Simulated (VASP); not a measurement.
Runs of VASP 6.6.1 on LaH3. The structure is that of space group Fm-3m (No. 225), or close to it. The cells are those of the table. 

```tsv
cell	gap on the mesh (eV)	pressure (GPa)
a = 3.805 Å, angles 60.0°, 4 atoms	none	9.9
a = 3.908 Å, angles 60.0°, 4 atoms	0.14	1.8
a = 3.973 Å, angles 60.0°, 4 atoms	0.23	(b)
a = 4.005 Å, angles 60.0°, 4 atoms	0.26	-4.0
a = 3.941 Å, angles 60.0°, 4 atoms	0.18	(a)
a = 3.840 Å, angles 60.0°, 4 atoms	-	(c)
a = 3.874 Å, angles 60.0°, 4 atoms	0.10	4.2
a = 4.037 Å, angles 60.0°, 4 atoms	0.30	(d)
```

Alike in all rows: task single point; level r2SCAN; potentials or basis VASP PAW PBE potentials, release 64 (La, H); no spin polarisation; k mesh 7 × 7 × 7; cutoff (eV) 520; smearing methfessel-paxton 0.1 eV.

Task: Estimate the missing entries.

Result: (a) -0.3; (b) -2.3; (c) 6.9; (d) -5.7.

Caveats: the PAW data sets were made with another functional, which shifts forces and pressure a little; spin-orbit coupling is left out, which moves the levels of the heavy elements.

A k mesh can miss the band edges, and the runs leave out spin-orbit coupling on La.

A gap of «none» marks levels without a gap at the run's occupations.
